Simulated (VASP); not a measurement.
Write the native input for VASP 6.6.1 that does the following.

* Task: single point
* Functional: PBE
* Potentials or basis: VASP PAW PBE potentials, release 64 (Si, O)
* Cutoff: 520 eV
* k mesh: 6 × 6 × 10
* Occupations: gaussian, width 0.05 eV
* Spin: no spin polarisation
* Dipole correction: no
* Further INCAR settings: ALGO = Normal; EDIFF = 1e-06; NBANDS = 25

The structure of SiO2 lies in POSCAR:

```
SiO2
1.0
    3.9385664162      0.0000000000      0.0000000000
    0.0000000000      3.9385664162      0.0000000000
    0.0000000000      0.0000000000      2.7376975159
Si O
2 4
Direct
    0.5000000000      0.5000000000      0.5000000000
    0.0000000000      0.0000000000      0.0000000000
    0.6930127928      0.6930127928      0.0000000000
    0.1930127928      0.8069872072      0.5000000000
    0.3069872072      0.3069872072      0.0000000000
    0.8069872072      0.1930127928      0.5000000000
```

This cell differs from its parent crystal: volume 7.078 Å^3 an atom, c/a of the conventional cell 0.6951.

These files were run (other wordings do the same):

INCAR

```
SYSTEM = SiO2
PREC     = Accurate       ! precision mode
ENCUT    = 520            ! plane-wave cutoff, eV
EDIFF    = 1E-6           ! SCF threshold, eV
ISMEAR   = 0              ! smearing method
SIGMA    = 0.05           ! smearing width, eV
LREAL    = .False.        ! projectors in reciprocal space
LASPH    = .True.         ! aspherical terms in the spheres
NELM     = 100            ! most SCF steps
ALGO     = Normal         ! electronic algorithm
ISIF     = 2              ! what is computed and relaxed
LWAVE    = .False.        ! write WAVECAR
LCHARG   = .True.         ! write CHGCAR
GGA      = PE             ! functional
LELF     = .True.         ! ELF
LVHAR    = .True.       
NBANDS   = 25             ! bands
```

KPOINTS

```
Automatic mesh
0
Gamma
  6 6 10
  0 0 0
```

Potentials or basis: VASP PAW PBE potentials, release 64 (Si, O).

Launch:

```sh
$ cat potpaw_PBE.64/Si/POTCAR potpaw_PBE.64/O/POTCAR > POTCAR
$ mpirun -np 1 vasp_std > vasp.out
```

Results of the run:

```json
{
  "Pressure": "46.5 GPa",
  "Largest force": "1.131 eV/Å",
  "Band gap on the k mesh": "5.83 eV, direct"
}
```

Caveat: forces of over 1 eV/Å act on the atoms, so gaps and moduli don't describe the material at rest.

Wall time 41 s on 1 thread of Intel(R) Xeon(R) Platinum 8488C (Sapphire Rapids) (shared host), peak memory 0.17 GiB.
